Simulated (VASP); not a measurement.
# CoO (Fm-3m) in VASP: further runs

The runs below take CoO through single point, relaxation of cell and atoms, with RPBE, PBE+D3(BJ), r2SCAN+D4.

All numbers are computed with VASP 6.6.1; they aren't measurements. Logs are shortened: lines on timing, memory, paths and dates and some standing lists are left out, and cuts for length are marked.

## 1. The cell of the first run

It takes space group Fm-3m (No. 225, cubic). Conventional cell: a = 4.298 Å, b = 4.298 Å, c = 4.298 Å, α = 90.00°, β = 90.00°, γ = 90.00°. Within 2.8 Å of Co (site symmetry m-3m) lie 6 O at 2.15 Å. O (site symmetry m-3m) has 6 Co at 2.15 Å within 2.8 Å.

## 2. Single point, RPBE, collinear spin, ferromagnetic start

INCAR

```
ALGO = Normal
EDIFF = 1E-7
ENCUT = 520
GGA = RP
ISIF = 2
ISMEAR = -1
ISPIN = 2
LASPH = True
LCHARG = False
LMAXMIX = 4
LORBIT = 11
LREAL = False
LWAVE = False
MAGMOM = 2 0
NBANDS = 18
NELM = 150
PREC = Accurate
SIGMA = 0.05
```

KPOINTS

```
k-points
0
Gamma
  11 11 11
```

POSCAR

```
CoO
1.0
    0.0000000000      2.1487654064      2.1487654064
    2.1487654064      0.0000000000      2.1487654064
    2.1487654064      2.1487654064      0.0000000000
Co O
1 1
Direct
    0.0000000000      0.0000000000      0.0000000000
    0.5000000000      0.5000000000      0.5000000000
```

Potentials or basis: VASP PAW PBE potentials, release 64 (Co, O).

Command:

```
> cat potpaw_PBE.64/Co/POTCAR potpaw_PBE.64/O/POTCAR > POTCAR
> mpirun -np 1 vasp_std > vasp.out
```

OUTCAR:

```text
EDIFF = 1E-7
   ENCUT = 520
   GGA = RP
   ISIF = 2
   ISMEAR = -1
   ISPIN = 2
   LASPH = True
   LORBIT = 11
   LREAL = False
   NELM = 150
   PREC = Accurate

 ion  position               nearest neighbor table
   1  0.000  0.000  0.000-   2 2.15   2 2.15   2 2.15   2 2.15   2 2.15   2 2.15
   2  0.500  0.500  0.500-   1 2.15   1 2.15   1 2.15   1 2.15   1 2.15   1 2.15

  LATTYP: Found a face centered cubic cell.
 ALAT       =     4.2975308128

  Lattice vectors:

 A1 = (   0.0000000000,   2.1487654064,   2.1487654064)
 A2 = (   2.1487654064,   0.0000000000,   2.1487654064)
 A3 = (   2.1487654064,   2.1487654064,   0.0000000000)

Analysis of symmetry for initial positions (statically):
[... 25 lines left out ...]
The dynamic configuration has the point symmetry O_h .

Analysis of structural, dynamic, and magnetic symmetry:
=====================================================================
 Subroutine PRICEL returns:
[... 7 lines left out ...]
 out of a pool of 48 trial point group operations.

The overall configuration has the point symmetry O_h .

 Subroutine INISYM returns: Found 48 space group operations
[... 5 lines left out ...]
                                     Primitive cell

  volume of cell :      19.8425

  direct lattice vectors                    reciprocal lattice vectors
     0.000000000  2.148765406  2.148765406    -0.232691758  0.232691758  0.232691758
     2.148765406  0.000000000  2.148765406     0.232691758 -0.232691758  0.232691758
     2.148765406  2.148765406  0.000000000     0.232691758  0.232691758 -0.232691758

  length of vectors
     3.038813180  3.038813180  3.038813180     0.403033947  0.403033947  0.403033947

  position of ions in fractional coordinates (direct lattice)
     0.000000000  0.000000000  0.000000000
     0.500000000  0.500000000  0.500000000

  ion indices of the primitive-cell ions
   primitive index   ion index
                 1           1
                 2           2

----------------------------------------------------------------------------------------

 KPOINTS: k-points

Automatic generation of k-mesh.
 Grid dimensions read from file:
 generate k-points for:   11   11   11

 Generating k-lattice:

  Cartesian coordinates                     Fractional coordinates (reciprocal lattice)
    -0.021153796  0.021153796  0.021153796     0.090909091  0.000000000  0.000000000
     0.021153796 -0.021153796  0.021153796     0.000000000  0.090909091  0.000000000
     0.021153796  0.021153796 -0.021153796     0.000000000  0.000000000  0.090909091

  Length of vectors
     0.036639450  0.036639450  0.036639450

  Shift w.r.t. Gamma in fractional coordinates (k-lattice)
     0.000000000  0.000000000  0.000000000

 Subroutine IBZKPT returns following result:
 ===========================================

 Found     56 irreducible k-points:

 Following reciprocal coordinates:
            Coordinates               Weight
  0.000000  0.000000  0.000000      1.000000
  0.090909  0.000000  0.000000      8.000000
  0.181818  0.000000  0.000000      8.000000
  0.272727  0.000000  0.000000      8.000000
  0.363636  0.000000  0.000000      8.000000
  0.454545  0.000000  0.000000      8.000000
[... 16 lines left out ...]
 -0.272727  0.181818  0.000000     24.000000
 -0.181818  0.181818  0.000000     12.000000
 [... further k-points ...]
   k-points           NKPTS =     56   k-points in BZ     NKDIM =     56   number of bands    NBANDS=     18
   number of dos      NEDOS =    301   number of ions     NIONS =      2
   total plane-waves  NPLWV =  13824
   dimension x,y,z NGX =    24 NGY =   24 NGZ =   24
   dimension x,y,z NGXF=    48 NGYF=   48 NGZF=   48
   ions per type =               1   1
   NGX,Y,Z   is equivalent  to a cutoff of  13.13, 13.13, 13.13 a.u.
   NGXF,Y,Z  is equivalent  to a cutoff of  26.26, 26.26, 26.26 a.u.
 SYSTEM =  unknown system
   PREC   = accura    normal or accurate (medium, high low for compatibility)
   ISTART =      0    job   : 0-new  1-cont  2-samecut
   ICHARG =      2    charge: 1-file 2-atom 10-const
   ISPIN  =      2    spin polarized calculation?
   LNONCOLLINEAR =      F non collinear calculations
   LSORBIT =      F    spin-orbit coupling
   LASPH  =      T    aspherical Exc in radial PAW
   ENCUT  =  520.0 eV  38.22 Ry    6.18 a.u.   5.65  5.65  5.65*2*pi/ulx,y,z
   NELM   =    150;   NELMIN=  2; NELMDL= -5     # of ELM steps
   EDIFF  = 0.1E-06   stopping-criterion for ELM
   LREAL  =      F    real-space projection
   EDIFFG = 0.1E-05   stopping-criterion for IOM
   NSW    =      0    number of steps for IOM
   IBRION =     -1    ionic relax: 0-MD 1-quasi-New 2-CG
   NFREE  =      0    steps in history (QN), initial steepest desc. (CG)
   ISIF   =      2    stress and relaxation
   ISYM   =      2    0-nonsym 1-usesym 2-fastsym
   POTIM  = 0.5000    time-step for ionic-motion
   TEBEG  =    0.0;   TEEND  =   0.0 temperature during run
   PSTRESS=    0.0 pullay stress
   NELECT =      15.0000    total number of electrons
   NUPDOWN=      -1.0000    fix difference up-down
   EMIN   =  10.00;   EMAX   =-10.00  energy-range for DOS
   EFERMI =   0.00;   METHOD = LEGACY
   ISMEAR =    -1;   SIGMA  =   0.05  broadening in eV -4-tet -1-fermi 0-gaus
   EFERMI_NEDOS =   21; number of points for ismear=-14 and -15
   IALGO  =     38    algorithm
   IMIX   =      4    mixing-type and parameters
     AMIX     =   0.40;   BMIX     =  1.00
     AMIX_MAG =   1.60;   BMIX_MAG =  1.00
  volume/ion in A,a.u.               =       9.92        66.95
  Fermi-wavevector in a.u.,A,eV,Ry     =   1.491327  2.818200 30.260127  2.224057
  Thomas-Fermi vector in A             =   2.603996
   LORBIT       =     11    0 simple, 1 ext, 2 COOP (PROOUT), +10 PAW based schemes
   GGA     = RP    functional components
   LHFCALC =     F    Hartree Fock is set to
   AEXX    =    0.0000 exact exchange contribution
   IVDW    =     0    specifies the selected vdW correction
   LEPSILON=     F    determine dielectric tensor
   LRPA    =     F    only Hartree local field effects (RPA)
 spin polarized calculation
  energy-cutoff  :      520.00
  volume of cell :       19.84
 maximum number of plane-waves:       543
   NGX = 11   NGY = 11   NGZ = 11

 number of electron      15.0000006 magnetization       2.9657764

 Free energy of the ion-electron system (eV)
  ---------------------------------------------------
  ext. energy  EPLUGINS =         0.00000000
  ---------------------------------------------------
  free energy    TOTEN  =       -12.21163087 eV

  energy without entropy =      -12.17688477  energy(sigma->0) =      -12.19425782

 E-fermi :   7.6814     XC(G=0): -12.0764

 val. band max:        7.6788989854   @ k =   0.3636   0.2727   0.0909
 cond. band min:       7.6938737998   @ k =  -0.1818   0.2727   0.0909
 fundamental gap:      0.0149748144
 Fermi energy:         7.6813616536

 spin component 1

 k-point     1 :       0.0000    0.0000    0.0000
  band No.  band energies     occupation
      1     -12.3259      1.00000
      2       4.3805      1.00000
      3       4.3806      1.00000
      4       4.6091      1.00000
      5       4.6091      1.00000
      6       4.6091      1.00000
[... 10 lines left out ...]
     17      28.8270      0.00000
     18      32.3435      0.00000

 k-point     2 :       0.0909    0.0000    0.0000
  band No.  band energies     occupation
      1     -12.2462      1.00000
      2       3.7455      1.00000
      3       3.7455      1.00000
      4       3.8151      1.00000
      5       4.6351      1.00000
      6       4.6351      1.00000
[... 10 lines left out ...]
     17      29.9902      0.00000
     18      33.5901      0.00000

 k-point     3 :       0.1818    0.0000    0.0000
  band No.  band energies     occupation
      1     -12.0244      1.00000
      2       2.5978      1.00000
      3       3.0484      1.00000
      4       3.0484      1.00000
      5       4.7750      1.00000
      6       4.7751      1.00000
[... 412 lines left out ...]
 k-point    23 :      -0.2727    0.1818    0.0000
  band No.  band energies     occupation
      1     -11.3787      1.00000
      2       0.7403      1.00000
      3       2.0122      1.00000
      4       2.3925      1.00000
      5       5.0221      1.00000
      6       5.0630      1.00000
[... 10 lines left out ...]
     17      35.1671      0.00000
     18      36.8824      0.00000

 k-point    24 :      -0.1818    0.1818    0.0000
  band No.  band energies     occupation
      1     -11.6351      1.00000
      2       1.2750      1.00000
      3       2.2456      1.00000
      4       2.8911      1.00000
      5       4.8934      1.00000
      6       4.9136      1.00000
[... 10 lines left out ...]
     17      35.1177      0.00000
     18      36.9147      0.00000

 [... further k-points ...]

 spin component 2

 k-point     1 :       0.0000    0.0000    0.0000
  band No.  band energies     occupation
      1     -11.8069      1.00000
      2       5.2894      1.00000
      3       5.2894      1.00000
      4       5.2894      1.00000
      5       6.6488      1.00000
      6       6.6488      1.00000
[... 10 lines left out ...]
     17      29.8176      0.00000
     18      33.1271      0.00000

 k-point     2 :       0.0909    0.0000    0.0000
  band No.  band energies     occupation
      1     -11.7247      1.00000
      2       4.5772      1.00000
      3       5.0059      1.00000
      4       5.0060      1.00000
      5       6.7505      1.00000
      6       6.7506      1.00000
[... 10 lines left out ...]
     17      30.7786      0.00000
     18      34.4337      0.00000

 k-point     3 :       0.1818    0.0000    0.0000
  band No.  band energies     occupation
      1     -11.4953      1.00000
      2       3.2864      1.00000
      3       4.4543      1.00000
      4       4.4544      1.00000
      5       6.9555      1.00000
      6       6.9556      1.00000
[... 412 lines left out ...]
 k-point    23 :      -0.2727    0.1818    0.0000
  band No.  band energies     occupation
      1     -10.8188      1.00000
      2       1.4358      1.00000
      3       3.2646      1.00000
      4       3.5086      1.00000
      5       7.2204      0.99990
      6       7.5673      0.90733
[... 10 lines left out ...]
     17      35.6037      0.00000
     18      37.4592      0.00000

 k-point    24 :      -0.1818    0.1818    0.0000
  band No.  band energies     occupation
      1     -11.0888      1.00000
      2       2.0376      1.00000
      3       3.7383      1.00000
      4       3.7729      1.00000
      5       7.0270      1.00000
      6       7.4666      0.98656
[... 10 lines left out ...]
     17      35.7151      0.00000
     18      37.4710      0.00000

 [... further k-points ...]
[... 5 lines left out ...]
  --------------------------------------------------------------------------------------
  -------------------------------------------------------------------------------------
  Total       -0.0302893     -0.0302893     -0.0302893     -0.0000000      0.0000000      0.0000000
  in kB       -2.4457003     -2.4457003     -2.4457003     -0.0000000      0.0000000      0.0000000
  external PRESSURE =      -2.4457003 kB  Pullay stress =       0.0000000 kB

 VOLUME and BASIS-vectors are now :
 -----------------------------------------------------------------------------
  energy-cutoff  :      520.00
  volume of cell :       19.84
      direct lattice vectors                 reciprocal lattice vectors
     0.000000000  2.148765406  2.148765406    -0.232691758  0.232691758  0.232691758
     2.148765406  0.000000000  2.148765406     0.232691758 -0.232691758  0.232691758
     2.148765406  2.148765406  0.000000000     0.232691758  0.232691758 -0.232691758

 POSITION                                       TOTAL-FORCE (eV/Angst)
 -----------------------------------------------------------------------------------
      0.00000      0.00000      0.00000         0.000000     -0.000000      0.000000
      2.14877      2.14877      2.14877         0.000000      0.000000      0.000000
 -----------------------------------------------------------------------------------
    total drift:                                0.000000     -0.000000     -0.000000

  FREE ENERGIE OF THE ION-ELECTRON SYSTEM (eV)
  ---------------------------------------------------
  free  energy   TOTEN  =       -12.2116308667 eV

  energy  without entropy=      -12.1768847655  energy(sigma->0) =      -12.19425782

 total charge

# of ion       s       p       d       tot
------------------------------------------
    1        0.286   0.338   7.117   7.741
    2        1.561   3.423   0.000   4.984
--------------------------------------------------
tot          1.847   3.761   7.117  12.725

 magnetization (x)

# of ion       s       p       d       tot
------------------------------------------
    1        0.020   0.016   2.573   2.608
    2        0.027   0.282   0.000   0.310
--------------------------------------------------
tot          0.047   0.298   2.573   2.918
```

Run time: 31 s. Hardware: 1 thread of Intel Xeon 6975P-C, shared host; peak memory 0.17 GiB.

Results:

| Quantity | Value |
| --- | --- |
| Free energy | -12.2116 eV |
| Pressure | -0.2 GPa |
| Band gap on the k mesh | zero (filled and empty bands overlap) |
| Net moment | 2.97 μB per cell |
| Site moments | Co +2.61; O +0.31 μB |
| Valence electrons inside the program's atomic spheres | Co 7.74; O 4.98 |

Caveat: the PAW data sets were made with another functional, which shifts forces and pressure a little; a cell with one magnetic atom can't hold antiferromagnetic order, which such compounds often take; semilocal functionals often make such compounds metallic where correlation or magnetic order opens a gap, which also shifts bond lengths. With open d or f shells a metallic result of RPBE can be an artefact of self-interaction; +U or a hybrid may open a gap.

## 3. Relaxation of cell and atoms, RPBE, collinear spin, ferromagnetic start

This run uses another cell than the first one, of 9.68 Å³/atom, 0.976 times its volume.

INCAR

```
PREC = Accurate ; ENCUT = 600
EDIFF = 1E-7 ; ISMEAR = -1
SIGMA = 0.05 ; LREAL = F
LASPH = T ; NELM = 150
ALGO = Normal ; ISIF = 3
LWAVE = F ; LCHARG = F
ISPIN = 2 ; MAGMOM = 2 0
LORBIT = 11 ; LMAXMIX = 4
GGA = RP ; IBRION = 2
NSW = 80 ; EDIFFG = -0.02
```

KPOINTS

```
regular mesh
0
Gamma
  11 11 11
```

POSCAR

```
CoO
1.0
    0.0000000000      2.1315000000      2.1315000000
    2.1315000000      0.0000000000      2.1315000000
    2.1315000000      2.1315000000      0.0000000000
Co O
1 1
Direct
    0.0000000000      0.0000000000      0.0000000000
    0.5000000000      0.5000000000      0.5000000000
```

Potentials or basis: VASP PAW PBE potentials, release 64 (Co, O).

Command:

```
> cat potpaw_PBE.64/Co/POTCAR potpaw_PBE.64/O/POTCAR > POTCAR
> mpirun -np 1 vasp_std > vasp.out
```

OUTCAR:

```text
PREC = Accurate
   ENCUT = 600
   EDIFF = 1E-7
   ISMEAR = -1
   LREAL = F
   LASPH = T
   NELM = 150
   ISIF = 3
   ISPIN = 2
   LORBIT = 11
   GGA = RP
   IBRION = 2
   NSW = 80
   EDIFFG = -0.02

 ion  position               nearest neighbor table
   1  0.000  0.000  0.000-   2 2.13   2 2.13   2 2.13   2 2.13   2 2.13   2 2.13
   2  0.500  0.500  0.500-   1 2.13   1 2.13   1 2.13   1 2.13   1 2.13   1 2.13

  LATTYP: Found a face centered cubic cell.
 ALAT       =     4.2630000000

  Lattice vectors:

 A1 = (   0.0000000000,   2.1315000000,   2.1315000000)
 A2 = (   2.1315000000,   0.0000000000,   2.1315000000)
 A3 = (   2.1315000000,   2.1315000000,   0.0000000000)

Analysis of symmetry for initial positions (statically):
[... 25 lines left out ...]
The dynamic configuration has the point symmetry O_h .

Analysis of structural, dynamic, and magnetic symmetry:
[... 597 lines left out ...]
      1     -11.6182      1.00000
      2       1.2943      1.00000
      3       2.2691      1.00000
      4       2.9140      1.00000
      5       4.9336      1.00000
      6       4.9515      1.00000
      7       5.6982      1.00000
      8       5.7759      1.00000
      9       7.3734      0.99903
     10      12.3274      0.00000
     11      19.2598      0.00000
     12      20.2475      0.00000

 [... further k-points ...]

 spin component 2

 k-point     1 :       0.0000    0.0000    0.0000
  band No.  band energies     occupation
      1     -11.7954      1.00000
      2       5.3143      1.00000
      3       5.3143      1.00000
      4       5.3143      1.00000
      5       6.6823      1.00000
      6       6.6824      1.00000
      7       6.6825      1.00000
      8       7.9143      0.02027
      9       7.9146      0.02015
     10       9.1986      0.00000
     11      24.4258      0.00000
     12      26.1704      0.00000
[... 374 lines left out ...]
  FREE ENERGIE OF THE ION-ELECTRON SYSTEM (eV)
  ---------------------------------------------------
  free  energy   TOTEN  =       -12.2129097664 eV

  energy  without entropy=      -12.1781868823  energy(sigma->0) =      -12.19554832

 reached required accuracy - stopping structural energy minimisation

 total charge

# of ion       s       p       d       tot
------------------------------------------
    1        0.287   0.339   7.119   7.745
    2        1.558   3.426   0.000   4.984
--------------------------------------------------
tot          1.844   3.766   7.119  12.729

 magnetization (x)

# of ion       s       p       d       tot
------------------------------------------
    1        0.020   0.016   2.570   2.606
    2        0.028   0.281   0.000   0.309
--------------------------------------------------
tot          0.047   0.297   2.570   2.915
```

CONTCAR:

```text
CoO
   1.00000000000000
    -0.0000000000000000    2.1466993687442995    2.1466993687442995
     2.1466993687442995   -0.0000000000000000    2.1466993687442995
     2.1466993687442995    2.1466993687442995    0.0000000000000000
  Co              O
     1     1
Direct
     0.0000000000000000    0.0000000000000000    0.0000000000000000
     0.5000000000000000    0.5000000000000000    0.5000000000000000

  0.00000000E+00  0.00000000E+00  0.00000000E+00
  0.00000000E+00  0.00000000E+00  0.00000000E+00
```

Wall time 55 s (1 thread of Intel Xeon 6975P-C, shared host); peak memory 0.17 GiB.

What came out:

```
Free energy                                           : -12.2129 eV
Relaxed volume                                        : 9.89 Å³/atom
Relaxed cell                                          : a = 3.036 Å, b = 3.036 Å, c = 3.036 Å, α = 60.00°, β = 60.00°, γ = 60.00°
Space group after relaxing (to 0.05 Å)                : Fm-3m (No. 225)
Energy gained by relaxing                             : 2.3 meV/atom
Ionic steps                                           : 3
Pressure after relaxing                               : 0.0 GPa
Band gap on the k mesh                                : zero (filled and empty bands overlap)
Net moment                                            : 2.96 μB per cell
Site moments                                          : Co +2.61; O +0.31 μB
Valence electrons inside the program's atomic spheres : Co 7.75; O 4.98
```

The path:
| step | energy change (eV) | largest force (eV/Å) | pressure (GPa) | volume (Å³) |
| --- | --- | --- | --- | --- |
| 1 | 0.0000 | 0.0000 | 3.53 | 19.37 |
| 2 | -0.0037 | 0.0000 | -1.47 | 19.97 |
| 3 | -0.0045 | 0.0000 | 0.01 | 19.79 |

Final structure:
```xyz
2
Lattice="0.0000 2.1467 2.1467 2.1467 0.0000 2.1467 2.1467 2.1467 0.0000" Properties=species:S:1:pos:R:3 pbc="T T T"
Co    0.0000    0.0000    0.0000
O     2.1467    2.1467    2.1467
```

Levels at points of the mesh, in eV from the Fermi level:
Spin up:
| k point | band 5 | band 6 | band 7 | band 8 | band 9 | band 10 | band 11 | band 12 |
| --- | --- | --- | --- | --- | --- | --- | --- | --- |
| (0.00, 0.00, 0.00) | -3.08 | -3.08 | -2.99 | -2.99 | -2.99 | 0.95 | 16.89 | 18.02 |
Spin down:
| k point | band 4 | band 5 | band 6 | band 7 | band 8 | band 9 |
| --- | --- | --- | --- | --- | --- | --- |
| (0.00, 0.00, 0.00) | -2.41 | -1.04 | -1.04 | -1.04 | 0.19 | 0.19 |

Caveat: the PAW data sets were made with another functional, which shifts forces and pressure a little; a cell with one magnetic atom can't hold antiferromagnetic order, which such compounds often take; semilocal functionals often make such compounds metallic where correlation or magnetic order opens a gap, which also shifts bond lengths. Zero-point motion and thermal expansion aren't in these numbers.

[end of part 1 of 2]
